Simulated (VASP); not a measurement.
A run of VASP 6.6.1 is set up as follows.

INCAR

```
PREC = Accurate
ENCUT = 600
EDIFF = 1E-7
ISMEAR = -1
SIGMA = 0.05
LREAL = F
LASPH = T
NELM = 80
ALGO = Fast
ISIF = 3
LWAVE = F
LCHARG = F
GGA = PE
IVDW = 13
IBRION = 2
NSW = 60
EDIFFG = -0.01
```

KPOINTS

```
Automatic mesh
0
Gamma
  12 12 12
```

File POSCAR:

```
Mo
1.0
   -1.5838089719      1.5838089719      1.5838089719
    1.5838089719     -1.5838089719      1.5838089719
    1.5838089719      1.5838089719     -1.5838089719
Mo
1
Direct
    0.0000000000      0.0000000000      0.0000000000
```

Potentials or basis: VASP PAW PBE potentials, release 64 (Mo_sv).

Run with:

```bash
$ cat potpaw_PBE.64/Mo_sv/POTCAR > POTCAR
$ mpirun -np 1 vasp_std > vasp.out
```

Problem. Predict the band gap on the k mesh.

Solution. Zero (bands 7 and 8 overlap by 5.43 eV).

Problem. Predict the dispersion energy per atom.

Solution. -0.615 eV.

Step by step:
| step | energy change (eV) | largest force (eV/Å) | pressure (GPa) | volume (Å³) |
| --- | --- | --- | --- | --- |
| 1 | 0.0000 | 0.0000 | -7.19 | 15.89 |
| 2 | 0.0753 | 0.0000 | 25.36 | 14.31 |
| 3 | -0.0099 | 0.0000 | -0.19 | 15.47 |
| 4 | -0.0099 | 0.0000 | -0.06 | 15.46 |
